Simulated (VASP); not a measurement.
# MnF2 (P4_2/mnm) in VASP: single point with PBEsol+D3(BJ)

Aim: the single point of MnF2 with PBEsol+D3(BJ).

Program: VASP 6.6.1. These are calculated values, not measurements. Logs are shortened: lines on timing, memory, paths and dates and some standing lists are left out, and cuts for length are marked.

## 1. The cell of the first run

The structure is tetragonal, space group P4_2/mnm (No. 136). The conventional cell has a = 4.874 Å, b = 4.874 Å, c = 3.311 Å, α = 90.00°, β = 90.00°, γ = 90.00°. Within 2.8 Å of Mn (site symmetry mmm) lie 6 F at 2.10 to 2.13 Å. Within 2.8 Å of F (site symmetry m2m) lie 3 Mn at 2.10 to 2.13 Å and 1 F at 2.68 Å.

## 2. Single point, PBEsol+D3(BJ), collinear spin, ferromagnetic start

Input file INCAR:

```
PREC = Accurate
ENCUT = 520
EDIFF = 1E-7
ISMEAR = -1
SIGMA = 0.1
LREAL = False
LASPH = True
NELM = 150
ALGO = Normal
ISIF = 2
LWAVE = False
LCHARG = False
ISPIN = 2
MAGMOM = 4 4 0 0 0 0
LORBIT = 11
LMAXMIX = 4
GGA = PS
IVDW = 12
NBANDS = 40
```

Input file KPOINTS:

```
Automatic mesh
0
Gamma
  3 3 5
```

Input file POSCAR:

```
MnF2
1.0
    4.8738000000      0.0000000000      0.0000000000
    0.0000000000      4.8738000000      0.0000000000
    0.0000000000      0.0000000000      3.3107000000
Mn F
2 4
Direct
    0.0000000000      0.0000000000      0.0000000000
    0.5000000000      0.5000000000      0.5000000000
    0.3053000000      0.3053000000      0.0000000000
    0.1947000000      0.8053000000      0.5000000000
    0.6947000000      0.6947000000      0.0000000000
    0.8053000000      0.1947000000      0.5000000000
```

Potentials or basis: VASP PAW PBE potentials, release 64 (Mn_pv, F).

On the command line:

```console
> cat potpaw_PBE.64/Mn_pv/POTCAR potpaw_PBE.64/F/POTCAR > POTCAR
> mpirun -np 1 vasp_std > vasp.out
```

OUTCAR:

```text
PREC = Accurate
   ENCUT = 520
   EDIFF = 1E-7
   ISMEAR = -1
   LREAL = False
   LASPH = True
   NELM = 150
   ISIF = 2
   ISPIN = 2
   LORBIT = 11
   GGA = PS
   IVDW = 12
 IVDW          = 12

 ion  position               nearest neighbor table
   1  0.000  0.000  0.000-   3 2.10   5 2.10   4 2.13   6 2.13   4 2.13   6 2.13
   2  0.500  0.500  0.500-   4 2.10   6 2.10   5 2.13   3 2.13   3 2.13   5 2.13
   3  0.305  0.305  0.000-   1 2.10   2 2.13   2 2.13
   4  0.195  0.805  0.500-   2 2.10   1 2.13   1 2.13
   5  0.695  0.695  0.000-   1 2.10   2 2.13   2 2.13
   6  0.805  0.195  0.500-   2 2.10   1 2.13   1 2.13

  LATTYP: Found a simple tetragonal cell.
 ALAT       =     4.8738000000
 C/A-ratio  =     0.6792851574

  Lattice vectors:

 A1 = (   4.8738000000,   0.0000000000,   0.0000000000)
 A2 = (   0.0000000000,   4.8738000000,   0.0000000000)
 A3 = (   0.0000000000,   0.0000000000,   3.3107000000)

Analysis of symmetry for initial positions (statically):
=====================================================================
 Subroutine PRICEL returns:
 Original cell was already a primitive cell.

 Routine SETGRP: Setting up the symmetry group for a
 simple tetragonal supercell.

 Subroutine GETGRP returns: Found 16 space group operations
 (whereof  8 operations were pure point group operations)
 out of a pool of 16 trial point group operations.

The static configuration has the point symmetry D_2h.
 The point group associated with its full space group is D_4h.

Analysis of symmetry for dynamics (positions and initial velocities):
=====================================================================
 Subroutine PRICEL returns:
 Original cell was already a primitive cell.

 Routine SETGRP: Setting up the symmetry group for a
 simple tetragonal supercell.

 Subroutine GETGRP returns: Found 16 space group operations
 (whereof  8 operations were pure point group operations)
 out of a pool of 16 trial point group operations.

The dynamic configuration has the point symmetry D_2h.
 The point group associated with its full space group is D_4h.

Analysis of structural, dynamic, and magnetic symmetry:
=====================================================================
 Subroutine PRICEL returns:
 Original cell was already a primitive cell.

 Routine SETGRP: Setting up the symmetry group for a
 simple tetragonal supercell.

 Subroutine GETGRP returns: Found 16 space group operations
 (whereof  8 operations were pure point group operations)
 out of a pool of 16 trial point group operations.

The overall configuration has the point symmetry D_2h.
 The point group associated with its full space group is D_4h.

 Subroutine INISYM returns: Found 16 space group operations
 (whereof  8 operations are pure point group operations),
 and found     1 'primitive' translations

----------------------------------------------------------------------------------------

                                     Primitive cell

  volume of cell :      78.6421

  direct lattice vectors                    reciprocal lattice vectors
     4.873800000  0.000000000  0.000000000     0.205178711  0.000000000  0.000000000
     0.000000000  4.873800000  0.000000000     0.000000000  0.205178711  0.000000000
     0.000000000  0.000000000  3.310700000     0.000000000  0.000000000  0.302050926

  length of vectors
     4.873800000  4.873800000  3.310700000     0.205178711  0.205178711  0.302050926

  position of ions in fractional coordinates (direct lattice)
     0.000000000  0.000000000  0.000000000
     0.500000000  0.500000000  0.500000000
     0.305300000  0.305300000  0.000000000
     0.194700000  0.805300000  0.500000000
     0.694700000  0.694700000  0.000000000
     0.805300000  0.194700000  0.500000000

  ion indices of the primitive-cell ions
   primitive index   ion index
                 1           1
                 2           2
                 3           3
                 4           4
[... 32 lines left out ...]
  0.333333  0.000000  0.000000      4.000000
  0.333333  0.333333  0.000000      4.000000
  0.000000  0.000000  0.200000      2.000000
  0.333333  0.000000  0.200000      8.000000
  0.333333  0.333333  0.200000      8.000000
  0.000000  0.000000  0.400000      2.000000
  0.333333  0.000000  0.400000      8.000000
  0.333333  0.333333  0.400000      8.000000
   k-points           NKPTS =      9   k-points in BZ     NKDIM =      9   number of bands    NBANDS=     40
   number of dos      NEDOS =    301   number of ions     NIONS =      6
   total plane-waves  NPLWV =  36288
   dimension x,y,z NGX =    36 NGY =   36 NGZ =   28
   dimension x,y,z NGXF=    72 NGYF=   72 NGZF=   56
   ions per type =               2   4
   NGX,Y,Z   is equivalent  to a cutoff of  12.28, 12.28, 14.06 a.u.
   NGXF,Y,Z  is equivalent  to a cutoff of  24.56, 24.56, 28.12 a.u.
 SYSTEM =  unknown system
   PREC   = accura    normal or accurate (medium, high low for compatibility)
   ISTART =      0    job   : 0-new  1-cont  2-samecut
   ICHARG =      2    charge: 1-file 2-atom 10-const
   ISPIN  =      2    spin polarized calculation?
   LNONCOLLINEAR =      F non collinear calculations
   LSORBIT =      F    spin-orbit coupling
   LASPH  =      T    aspherical Exc in radial PAW
   ENCUT  =  520.0 eV  38.22 Ry    6.18 a.u.   9.06  9.06  6.16*2*pi/ulx,y,z
   NELM   =    150;   NELMIN=  2; NELMDL= -5     # of ELM steps
   EDIFF  = 0.1E-06   stopping-criterion for ELM
   LREAL  =      F    real-space projection
   EDIFFG = 0.1E-05   stopping-criterion for IOM
   NSW    =      0    number of steps for IOM
   IBRION =     -1    ionic relax: 0-MD 1-quasi-New 2-CG
   NFREE  =      0    steps in history (QN), initial steepest desc. (CG)
   ISIF   =      2    stress and relaxation
   ISYM   =      2    0-nonsym 1-usesym 2-fastsym
   POTIM  = 0.5000    time-step for ionic-motion
   TEBEG  =    0.0;   TEEND  =   0.0 temperature during run
   PSTRESS=    0.0 pullay stress
   NELECT =      54.0000    total number of electrons
   NUPDOWN=      -1.0000    fix difference up-down
   EMIN   =  10.00;   EMAX   =-10.00  energy-range for DOS
   EFERMI =   0.00;   METHOD = LEGACY
   ISMEAR =    -1;   SIGMA  =   0.10  broadening in eV -4-tet -1-fermi 0-gaus
   EFERMI_NEDOS =   21; number of points for ismear=-14 and -15
   IALGO  =     38    algorithm
   IMIX   =      4    mixing-type and parameters
     AMIX     =   0.40;   BMIX     =  1.00
     AMIX_MAG =   1.60;   BMIX_MAG =  1.00
  volume/ion in A,a.u.               =      13.11        88.45
  Fermi-wavevector in a.u.,A,eV,Ry     =   1.444290  2.729312 28.381385  2.085973
  Thomas-Fermi vector in A             =   2.562601
   LORBIT       =     11    0 simple, 1 ext, 2 COOP (PROOUT), +10 PAW based schemes
   GGA     = PS    functional components
   LHFCALC =     F    Hartree Fock is set to
   AEXX    =    0.0000 exact exchange contribution
   IVDW    =    12    specifies the selected vdW correction
   LEPSILON=     F    determine dielectric tensor
   LRPA    =     F    only Hartree local field effects (RPA)
 spin polarized calculation
  energy-cutoff  :      520.00
  volume of cell :       78.64
 maximum number of plane-waves:      2129
   NGX = 19   NGY = 19   NGZ = 13

 number of electron      54.0000032 magnetization      10.0000142

 number of electron      54.0000032 magnetization       9.9999971

 Free energy of the ion-electron system (eV)
  ---------------------------------------------------
  ext. energy  EPLUGINS =         0.00000000
  ---------------------------------------------------
  free energy    TOTEN  =       -40.63531942 eV

  energy without entropy =      -40.63493711  energy(sigma->0) =      -40.63512827

 E-fermi :   3.8076     XC(G=0): -10.0068

 val. band max:        3.3052948300   @ k =   0.0000   0.0000   0.0000
 cond. band min:       4.2415790126   @ k =   0.0000   0.0000   0.0000
 fundamental gap:      0.9362841825
 Fermi energy:         3.8075902468

 spin component 1

 k-point     1 :       0.0000    0.0000    0.0000
  band No.  band energies     occupation
      1     -46.7441      1.00000
      2     -46.7441      1.00000
      3     -46.6843      1.00000
      4     -46.6843      1.00000
      5     -46.6784      1.00000
      6     -46.6766      1.00000
[... 367 lines left out ...]
     38      12.6335      0.00000
     39      12.9014      0.00000
 Fermi energy:         3.8075902468

 spin component 2

 k-point     1 :       0.0000    0.0000    0.0000
  band No.  band energies     occupation
      1     -41.8434      1.00000
      2     -41.8434      1.00000
      3     -41.7747      1.00000
      4     -41.7747      1.00000
      5     -41.7645      1.00000
      6     -41.7617      1.00000
[... 367 lines left out ...]
     38      13.3634      0.00000
     39      13.8149      0.00000
 [bands above 39 left out]

------------------------ aborting loop because EDIFF is reached ----------------------------------------

 Edisp (eV)   -0.73892

 E8    (eV) :    -0.4483

  FORCE on cell =-STRESS in cart. coord.  units (eV):
  Direction    XX          YY          ZZ          XY          YZ          ZX
  --------------------------------------------------------------------------------------
  -------------------------------------------------------------------------------------
  Total      -1.00167    -1.00167    -1.17794    -0.00000     0.00000     0.00000
  in kB     -20.40704   -20.40704   -23.99811    -0.00000     0.00000     0.00000
  external pressure =      -21.60 kB  Pullay stress =        0.00 kB

 VOLUME and BASIS-vectors are now :
 -----------------------------------------------------------------------------
  energy-cutoff  :      520.00
  volume of cell :       78.64
      direct lattice vectors                 reciprocal lattice vectors
     4.873800000  0.000000000  0.000000000     0.205178711  0.000000000  0.000000000
     0.000000000  4.873800000  0.000000000     0.000000000  0.205178711  0.000000000
     0.000000000  0.000000000  3.310700000     0.000000000  0.000000000  0.302050926

 POSITION                                       TOTAL-FORCE (eV/Angst)
 -----------------------------------------------------------------------------------
      0.00000      0.00000      0.00000         0.000000     -0.000000      0.000000
      2.43690      2.43690      1.65535         0.000000     -0.000000      0.000000
      1.48797      1.48797      0.00000         0.001775      0.001775      0.000000
      0.94893      3.92487      1.65535        -0.001775      0.001775      0.000000
      3.38583      3.38583      0.00000        -0.001775     -0.001775      0.000000
      3.92487      0.94893      1.65535         0.001775     -0.001775      0.000000
 -----------------------------------------------------------------------------------
    total drift:                                0.000000      0.000000      0.000000

  FREE ENERGIE OF THE ION-ELECTRON SYSTEM (eV)
  ---------------------------------------------------
  free  energy   TOTEN  =       -41.3742372391 eV

  energy  without entropy=      -41.3738549364  energy(sigma->0) =      -41.37404609

 total charge

# of ion       s       p       d       tot
------------------------------------------
    1        0.168   6.150   4.947  11.264
    2        0.168   6.150   4.947  11.264
    3        1.732   4.351   0.000   6.083
    4        1.732   4.351   0.000   6.083
    5        1.732   4.351   0.000   6.083
    6        1.732   4.351   0.000   6.083
--------------------------------------------------
tot          7.264  29.705   9.894  46.862

 magnetization (x)

# of ion       s       p       d       tot
------------------------------------------
    1        0.024   0.022   4.535   4.582
    2        0.024   0.022   4.535   4.582
    3        0.009   0.078   0.000   0.087
    4        0.009   0.078   0.000   0.087
    5        0.009   0.078   0.000   0.087
    6        0.009   0.078   0.000   0.087
--------------------------------------------------
tot          0.083   0.358   9.070   9.511
```

Run time: 94 s. Hardware: 1 thread of AMD EPYC 7R13, shared host; peak memory 0.21 GiB.

What came out:

| Item | Value |
| --- | --- |
| Free energy | -41.3742 eV |
| Pressure | -2.2 GPa |
| Band gap on the k mesh | 0.94 eV, direct |
| Net moment | 10.00 μB per cell |
| Site moments | Mn +4.58; F +0.09 μB |
| Valence electrons inside the program's atomic spheres | Mn 11.26; F 6.08 |
| Dispersion energy per atom | -0.123 eV |

Forces in eV/Å, atoms in the order of the input:
```
Mn   0.000  0.000  0.000
Mn   0.000  0.000  0.000
F    0.002  0.002  0.000
F   -0.002  0.002  0.000
F   -0.002 -0.002  0.000
F    0.002 -0.002  0.000
```

Caveat: the k points lie up to 0.43 Å⁻¹ apart; the PAW data sets were made with another functional, which shifts forces and pressure a little; only a ferromagnetic start was run, and an antiferromagnetic order may lie lower in energy.
